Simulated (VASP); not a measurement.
A run of VASP 6.6.1:

INCAR

```
SYSTEM = Sr
PREC = Accurate ; ENCUT = 600
EDIFF = 1E-6 ; ISMEAR = -1
SIGMA = 0.1 ; LREAL = .False.
LASPH = .True. ; NELM = 100
ALGO = Normal ; ISIF = 3
LWAVE = .False. ; LCHARG = .False.
IBRION = 2 ; NSW = 60
EDIFFG = -0.01
```

The input KPOINTS:

```
Automatic mesh
0
Gamma
  7 7 7
  0 0 0
```

POSCAR

```
Sr
1.0
    0.0000000000      3.0423500000      3.0423500000
    3.0423500000      0.0000000000      3.0423500000
    3.0423500000      3.0423500000      0.0000000000
Sr
1
Direct
    0.0000000000      0.0000000000      0.0000000000
```

Potentials or basis: VASP PAW LDA potentials, release 64 (Sr_sv).

Run with:

```console
$ cat potpaw_LDA.64/Sr_sv/POTCAR > POTCAR
$ mpirun -np 1 vasp_std > vasp.out
```

Hardware: 1 thread of Intel(R) Xeon(R) 6975P-C (Granite Rapids) (shared host).

Problem. How long does it take, and how much memory?

Solution. Run time: 22 s on 1 thread of Intel(R) Xeon(R) 6975P-C (Granite Rapids), with other jobs on the host, peak memory 0.17 GiB. Counts: scf iterations 27, k points 20, ion steps 3.
